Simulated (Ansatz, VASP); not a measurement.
**One calculation of H2CF4, two programs**

```
H C F
1.0
     6.88731    0.00000    0.00000
     0.00000    6.88731    0.00000
     0.00000    0.00000    6.88731
H C F
6 3 12
Direct
  0.32182 0.36518 0.55774
  0.27706 0.46437 0.55723
  0.89250 0.29099 0.12403
  0.90937 0.33551 0.02610
  0.77426 0.36633 0.63730
  0.75537 0.47012 0.61073
  0.08858 0.91829 0.46062
  0.63089 0.89274 0.95304
  0.37445 0.40839 0.11757
  0.27508 0.92733 0.51418
  0.99725 0.08012 0.51669
  0.07704 0.90116 0.26807
  0.00498 0.76457 0.54457
  0.65610 0.94115 0.13921
  0.44639 0.83948 0.92501
  0.67147 0.04504 0.83991
  0.74881 0.74564 0.90809
  0.53799 0.47159 0.20060
  0.22984 0.53023 0.15903
  0.39824 0.39877 0.92536
  0.33212 0.23160 0.18556
```

Alike in both runs: functional PBE; dispersion D3(BJ); k mesh 1 × 1 × 1; occupations fermi-dirac, width 0.05 eV; no spin polarisation.

Ansatz relaxed the structure, and its values are those at the end. VASP's run is a single point on that final structure, the one shown.

|  | VASP | Ansatz |
| --- | --- | --- |
| version | VASP 6.6.1 | Ansatz 0.2.0 |
| potentials or method | VASP PAW PBE potentials, release 64 (H_h, C_h, F_h), cutoff 1010 eV | scalar-relativistic, plane waves, PAW |
| valence electrons in the cell | 102 | 102 |

Ansatz gave:

| Item | Value |
| --- | --- |
| rms of the force components (eV/Å) | 0.008 |

Task: Which values does VASP return?

Result: rms of the force components (eV/Å): 0.030.
